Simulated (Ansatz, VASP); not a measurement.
**One calculation of ScAs4, two programs**

```
Sc As
1.0
    -3.90827    3.90827    2.21973
     3.90827   -3.90827    2.21973
     3.90827    3.90827   -2.21973
Sc As
1 4
Direct
  0.50000 0.50000 0.00000
  0.50000 0.84027 0.34027
  0.50000 0.15973 0.65973
  0.84027 0.50000 0.34027
  0.15973 0.50000 0.65973
```

Alike in both runs: functional PBE; k mesh 4 × 4 × 4; occupations gaussian, width 0.1 eV; no spin polarisation.

Ansatz relaxed the structure, and its values are those at the end. VASP's run is a single point on that final structure, the one shown.

```csv
,VASP,Ansatz
version,VASP 6.6.1,Ansatz 0.2.0
potentials or method,"VASP PAW PBE potentials, release 64 (Sc_sv, As), cutoff 500 eV","scalar-relativistic, plane waves, PAW"
valence electrons in the cell,31,71
```

Ansatz gave:

| Property | Result |
| --- | --- |
| gap on the k mesh at the Fermi level (eV) | none |
| pressure (GPa) | 0.1 |
| rms of the force components (eV/Å) | 0.000 |

Question: What did VASP give for the same quantities?

Answer: gap on the k mesh at the Fermi level (eV): none; pressure (GPa): 0.2; rms of the force components (eV/Å): 0.012.

A gap of «none» marks a metal or a gap that the smearing closes. VASP's potentials hold 31 valence electrons a cell and Ansatz's 71, so a difference there can come from the potentials and not from the codes.

The k mesh is coarse, so the values compare programs but aren't converged.
